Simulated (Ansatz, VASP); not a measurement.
## Al2O3: VASP beside Ansatz

```xyz
10
Lattice="2.5314 1.4615 4.3657 -2.5314 1.4615 4.3657 0.0000 -2.9230 4.3657" Properties=species:S:1:pos:R:3 pbc="T T T"
Al    0.0000    0.0000   11.1604
Al    0.0000    0.0000    8.4852
Al    0.0000    0.0000    1.9367
Al    0.0000    0.0000    4.6118
O    -0.9814   -1.4615    5.4571
O     1.7564   -0.1192    5.4571
O    -0.7750    1.5807    5.4571
O     0.9814    1.4615    7.6399
O    -1.7564    0.1192    7.6399
O     0.7750   -1.5807    7.6399
```

Alike in both runs: task single point; functional PBE; k mesh 6 × 6 × 6; occupations gaussian, width 0.05 eV; no spin polarisation.

|  | VASP | Ansatz |
| --- | --- | --- |
| version | VASP 6.6.1 | Ansatz 0.2.0 |
| potentials or method | VASP PAW PBE potentials, release 64 (Al, O), cutoff 520 eV | scalar-relativistic, plane waves, PAW |
| valence electrons in the cell | 48 | 48 |

Ansatz gave:

| Property | Result |
| --- | --- |
| gap on the k mesh at the Fermi level (eV) | 4.29 |
| least direct gap on the mesh (eV) | 4.29 |
| pressure (GPa) | -19.4 |
| traceless stress, the component that is largest in VASP (GPa) | 12.66 |
| rms of the force components (eV/Å) | 0.147 |

Task: What did VASP give for the same quantities?

Result: gap on the k mesh at the Fermi level (eV): 4.28; least direct gap on the mesh (eV): 4.28; pressure (GPa): -19.4; traceless stress, the component that is largest in VASP (GPa): 12.66; rms of the force components (eV/Å): 0.148.

Atom by atom the forces differ by 0.003 eV/Å (rms over components). With one functional, cell and mesh, what is left measures potentials, basis and numerics.
